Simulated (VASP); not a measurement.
# Cd: single point with PBE

The system is Cd.

```xyz
1
Lattice="0.0000 1.9458 1.9458 1.9458 0.0000 1.9458 1.9458 1.9458 0.0000" Properties=species:S:1:pos:R:3 pbc="T T T"
Cd    0.0000    0.0000    0.0000
```

```yaml
Program: VASP 6.6.1
Task: single point
Functional: PBE
Potentials_or_basis: VASP PAW PBE potentials, release 64 (Cd)
Cutoff: 500 eV
k_mesh: 8 × 8 × 8
Occupations: gaussian, width 0.1 eV
Spin: no spin polarisation
Dipole_correction: no
Further_INCAR_settings: ALGO = Normal; EDIFF = 1e-06; NBANDS = 12
```

The pressure is 66.0 GPa and the band gap on the k mesh is zero (band 6 reaches 8.94 eV, above the bottom of band 7 at 6.10 eV).

Levels at points of the mesh, in eV from the Fermi level:
```tsv
k point	band 3	band 4	band 5	band 6	band 7	band 8	band 9	band 10
(0.00, 0.00, 0.00)	-10.95	-10.95	-9.92	-9.92	14.84	18.53	18.53	18.53
(0.50, 0.00, 0.00)	-10.96	-9.12	-9.12	-4.42	-0.56	13.82	16.28	16.28
(0.50, 0.50, 0.00)	-9.15	-8.91	-8.91	-2.22	3.04	8.03	8.03	14.17
```

It took 5.7 s on 1 thread of Intel(R) Xeon(R) Platinum 8488C (Sapphire Rapids), on a shared host, peak memory 0.12 GiB.
